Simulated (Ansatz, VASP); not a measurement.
Two plane-wave programs on CaRu2O5

```
CELL_PARAMETERS angstrom
4.12857 0.00000 0.00000
0.00000 4.12857 0.00000
0.00000 0.00000 6.38819
ATOMIC_POSITIONS crystal
Ca 0.50000 0.50000 0.50000
Ru 0.50000 0.00000 0.00000
Ru 0.00000 0.50000 0.00000
O 0.50000 0.50000 0.00000
O 0.00000 0.50000 0.72210
O 0.50000 0.00000 0.27790
O 0.00000 0.50000 0.27790
O 0.50000 0.00000 0.72210
```

Alike in both runs: functional PBE; k mesh 3 × 3 × 3; occupations gaussian, width 0.15 eV; collinear spin.

Ansatz relaxed the structure, and its values are those at the end. VASP's run is a single point on that final structure, the one shown.

```csv
,VASP,Ansatz
version,VASP 6.6.1,Ansatz 0.2.0
potentials or method,"VASP PAW PBE potentials, release 64 (Ca_sv, Ru_pv, O), cutoff 520 eV","scalar-relativistic, plane waves, PAW"
valence electrons in the cell,68,72
```

```csv
,VASP,Ansatz,Ansatz less VASP
gap on the k mesh at the Fermi level (eV),none,none,-
pressure (GPa),0.2,0.1,-0.15
rms of the force components (eV/Å),0.012,0.001,-0.0115
net moment per atom (μB),0.00,0.00,0.000
```

A gap of «none» marks a metal or a gap that the smearing closes. With one functional, cell and mesh, what is left measures potentials, basis and numerics. VASP's potentials hold 68 valence electrons a cell and Ansatz's 72, so a difference there can come from the potentials and not from the codes. Ansatz's warnings: cell relax basis refresh, seeded moment not kept.

The k mesh is coarse, so the values compare programs but aren't converged.
